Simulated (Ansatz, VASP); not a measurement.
## One calculation of GaSb, two programs

File POSCAR:

```
GaSb
1.0
    0.0000000000      2.5563062627      2.5563062627
    2.5563062627      0.0000000000      2.5563062627
    2.5563062627      2.5563062627      0.0000000000
Ga Sb
1 1
Direct
    0.0000000000      0.0000000000      0.0000000000
    0.5000000000      0.5000000000      0.5000000000
```

The input INCAR.step1:

```
SYSTEM = GaSb
  ALGO = Normal
  EDIFF = 1E-4
  ENCUT = 520
  GGA = PE
  ISMEAR = 0
  LASPH = .True.
  LCHARG = .False.
  LREAL = .False.
  LWAVE = .True.
  NBANDS = 16
  NELM = 80
  PREC = Accurate
  SIGMA = 0.1
```

File INCAR.step2:

```
SYSTEM = GaSb
  ALGO = Normal
  EDIFF = 1E-6
  ENCUT = 520
  ISIF = 2
  ISMEAR = 0
  ISTART = 1
  LASPH = .True.
  LCHARG = .False.
  LMIXTAU = .True.
  LREAL = .False.
  LWAVE = .False.
  METAGGA = R2SCAN
  NBANDS = 16
  NELM = 80
  PREC = Accurate
  SIGMA = 0.1
```

File KPOINTS:

```
k-points
0
Gamma
  14 14 14
  0 0 0
```

Input for Ansatz:

```yaml
crystal:
  lattice:
    - [0.0, 2.5563062627, 2.5563062627]
    - [2.5563062627, 0.0, 2.5563062627]
    - [2.5563062627, 2.5563062627, 0.0]
  atoms:
    - { symbol: Ga, position: [0.0, 0.0, 0.0] }
    - { symbol: Sb, position: [0.5, 0.5, 0.5] }
basis:
  ecutwfc: 500
kpoints:
  mp_grid: { grid: [14, 14, 14] }
hamiltonian:
  xc: r2scan
scf:
  occupations: { method: gaussian, width: 0.1 }
output:
  forces: true
  stress: true
  eigenvalues: true
  populations: true
```

Alike in both runs: task single point; functional r2SCAN; k mesh 14 × 14 × 14; occupations gaussian, width 0.1 eV; no spin polarisation.

```csv
,VASP,Ansatz
version,VASP 6.6.1,Ansatz 0.2.0
potentials or method,"VASP PAW PBE potentials, release 64 (Ga_d, Sb), cutoff 520 eV","scalar-relativistic, plane waves, PAW"
valence electrons in the cell,18,28
```

|  | VASP | Ansatz | Ansatz less VASP |
| --- | --- | --- | --- |
| gap on the k mesh at the Fermi level (eV) | none | none | - |
| pressure (GPa) | 50.0 | 49.6 | -0.43 |

VASP's potentials were made for PBE, not for r2SCAN. A gap of «none» marks a metal or a gap that the smearing closes. Both programs put the cell under a high pressure, so it lies far from rest at this level. VASP's potentials hold 18 valence electrons a cell and Ansatz's 28, so a difference there can come from the potentials and not from the codes.

Neither program's run includes spin-orbit coupling.
